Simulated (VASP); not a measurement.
Set up this calculation in VASP 6.6.1, as the native input.

```yaml
Task: electric field gradients
Functional: PBE
Potentials_or_basis: VASP PAW PBE potentials, release 64 (Ga_d)
Cutoff: 400 eV
k_mesh: 14 × 14 × 16
Occupations: fermi-dirac, width 0.05 eV
Spin: no spin polarisation
Dipole_correction: no
Further_INCAR_settings: ALGO = Normal; EDIFF = 1e-08; NBANDS = 12; ISYM = 0
```

The structure of Ga lies in POSCAR:

```
Ga
1.0
   -1.3993043128      1.3993043128      2.2215450948
    1.3993043128     -1.3993043128      2.2215450948
    1.3993043128      1.3993043128     -2.2215450948
Ga
1
Direct
    0.0000000000      0.0000000000      0.0000000000
```

One way to write it, as run:

INCAR

```
SYSTEM = Ga
ALGO = Normal
EDIFF = 1E-8
ENCUT = 400
GGA = PE
GGA_COMPAT = .False.
ISIF = 2
ISMEAR = -1
ISYM = 0
LASPH = .True.
LCHARG = .False.
LEFG = .True.
LREAL = .False.
LWAVE = .False.
NBANDS = 12
NELM = 120
PREC = Accurate
SIGMA = 0.05
```

KPOINTS

```
k-points
0
Gamma
  14 14 16
  0 0 0
```

Potentials or basis: VASP PAW PBE potentials, release 64 (Ga_d).

The run is started by

```sh
$ cat potpaw_PBE.64/Ga_d/POTCAR > POTCAR
$ mpirun -np 1 vasp_std > vasp.out
```

Results of the run:

The pressure is 4.7 GPa and the band gap on the k mesh is zero (an odd number of electrons rules out a gap without spin polarisation). The largest electric field gradient by atom is Ga +20.4 V/Å².

Caveat: the cell stands under pressure; without QUAD_EFG the Cq values of the log hold for a quadrupole moment of 1 mb, not for the nuclei.

Wall time 4.8 min on 1 thread of Oxide Virtual Turin-like Processor, with other jobs on the host, peak memory 0.28 GiB.
